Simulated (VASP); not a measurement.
Runs of VASP 6.6.1 on B3AsN2. The structure is that of space group Imm2 (No. 44), or close to it. The cells are those of the table. 

| level | cell | smearing | gap on the mesh (eV) | pressure (GPa) | largest force (eV/Å) |
| --- | --- | --- | --- | --- | --- |
| r2SCAN | a = 4.950 Å, angles 146.5, 59.8, 132.0°, 6 atoms | fermi-dirac 0.02 eV | 0.38 | 0.9 | 0.09 |
| PBE | a = 4.950 Å, angles 146.5, 59.8, 132.0°, 6 atoms | fermi-dirac 0.02 eV | 0.13 | 3.6 | 0.44 |
| r2SCAN | a = 4.950 Å, angles 146.5, 59.8, 132.0°, 6 atoms | gaussian 0.01 eV | 0.38 | 0.9 | 0.09 |
| PBE | a = 4.966 Å, angles 146.5, 59.8, 132.0°, 6 atoms | fermi-dirac 0.02 eV | (a) | 0.7 | 0.12 |

Alike in all rows: task single point; potentials or basis VASP PAW PBE potentials, release 64 (N, B, As); no spin polarisation; k mesh 10 × 10 × 10; cutoff (eV) 520.

Estimate the missing entries.

(a) 0.06.

Caveats: the PAW data sets were made with another functional, which shifts forces and pressure a little (at least some runs); the cell stands under pressure (at least some runs).

A k mesh can miss the band edges, and the runs leave out spin-orbit coupling on As.
